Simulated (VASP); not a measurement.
A run of VASP 6.6.1 is set up as follows.

Contents of INCAR:

```
  PREC = Accurate
  ENCUT = 520
  EDIFF = 1E-6
  ISMEAR = -1
  SIGMA = 0.1
  LREAL = F
  LASPH = T
  NELM = 60
  ALGO = Normal
  ISIF = 2
  LWAVE = F
  LCHARG = F
  GGA = RE
  NBANDS = 10
```

The input KPOINTS:

```
Automatic mesh
0
Gamma
  22 22 22
```

File POSCAR:

```
Fe
1.0
    2.2827131053      0.0000000000      0.0000000000
    0.0000000000      2.2827131053      0.0000000000
    0.0000000000      0.0000000000      2.2827131053
Fe
1
Direct
    0.0000000000      0.0000000000      0.0000000000
```

Potentials or basis: VASP PAW PBE potentials, release 64 (Fe).

Run with:

```sh
$ cat potpaw_PBE.64/Fe/POTCAR > POTCAR
$ mpirun -np 1 vasp_std > vasp.out
```

Problem. Predict the pressure.

Solution. -0.8 GPa.

Problem. Predict the band gap on the k mesh.

Solution. Zero (band 4 reaches 7.75 eV, above the bottom of band 5 at 5.07 eV).

Caveat: the PAW data sets were made with another functional, which shifts forces and pressure a little; the run has no spin polarisation, though such a crystal can be magnetic. Spin polarisation is off, so any magnetic state and its effect on volume and gap are missing.
